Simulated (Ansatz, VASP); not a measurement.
## One calculation of Li2Nb, two programs

File INCAR:

```
SYSTEM = Li2Nb
ALGO     = Normal         ! electronic algorithm
EDIFF    = 1E-7           ! SCF threshold, eV
ENCUT    = 520            ! plane-wave cutoff, eV
GGA      = PE             ! functional
ISIF     = 2              ! what is computed and relaxed
ISMEAR   = -1             ! smearing method
LASPH    = .TRUE.         ! aspherical terms in the spheres
LCHARG   = .TRUE.         ! write CHGCAR
LELF     = .TRUE.         ! ELF
LREAL    = .FALSE.        ! projectors in reciprocal space
LVHAR    = .TRUE.       
LWAVE    = .FALSE.        ! write WAVECAR
NBANDS   = 16             ! bands
NELM     = 80             ! most SCF steps
PREC     = Accurate       ! precision mode
SIGMA    = 0.05           ! smearing width, eV
```

Contents of KPOINTS:

```
k-points
0
G
  11 11 5
  0 0 0
```

The input POSCAR:

```
Li2Nb
1.0
    2.7993462448      0.0000000000      0.0000000000
   -1.3996731224      2.4243049565      0.0000000000
    0.0000000000      0.0000000000      5.6255495056
Li Nb
2 1
Direct
    0.0000000000      0.0000000000      0.1605760300
    0.0000000000      0.0000000000      0.8394239700
    0.0000000000      0.0000000000      0.5000000000
```

File input.yaml:

```yaml
crystal:
  lattice:
    - [2.7993462448, 0.0, 0.0]
    - [-1.3996731224, 2.4243049565, 0.0]
    - [0.0, 0.0, 5.6255495056]
  atoms:
    - { symbol: Li, position: [0.0, 0.0, 0.16057603] }
    - { symbol: Li, position: [0.0, 0.0, 0.83942397] }
    - { symbol: Nb, position: [0.0, 0.0, 0.5] }
kpoints:
  mp_grid: { grid: [11, 11, 5] }
scf:
  occupations: { method: fermi_dirac, width: 0.05 }
hamiltonian:
  xc: pbe
  pseudopotentials: { kind: all_electron, lapw: { basis_error: 0.001 } }
output:
  forces: true
  stress: true
  eigenvalues: true
```

Change from the starting cell: volume scaled by 1.02.

Alike in both runs: task single point; functional PBE; k mesh 11 × 11 × 5; occupations fermi-dirac, width 0.05 eV; no spin polarisation.

|  | VASP | Ansatz |
| --- | --- | --- |
| version | VASP 6.6.1 | Ansatz 0.2.0 |
| potentials or method | VASP PAW PBE potentials, release 64 (Li_sv, Nb_sv), cutoff 520 eV | all-electron LAPW, scalar-relativistic |

|  | VASP | Ansatz | Ansatz less VASP |
| --- | --- | --- | --- |
| gap on the k mesh at the Fermi level (eV) | none | none | - |
| rms of the force components (eV/Å) | 1.568 | 1.543 | -0.0252 |

Atom by atom the forces differ by 0.025 eV/Å (rms over components). A gap of «none» marks a metal or a gap that the smearing closes. Ansatz ran all-electron here, and VASP with PAW potentials.

Noted on VASP's run: the cutoff is short for stress, so the pressure is rough.
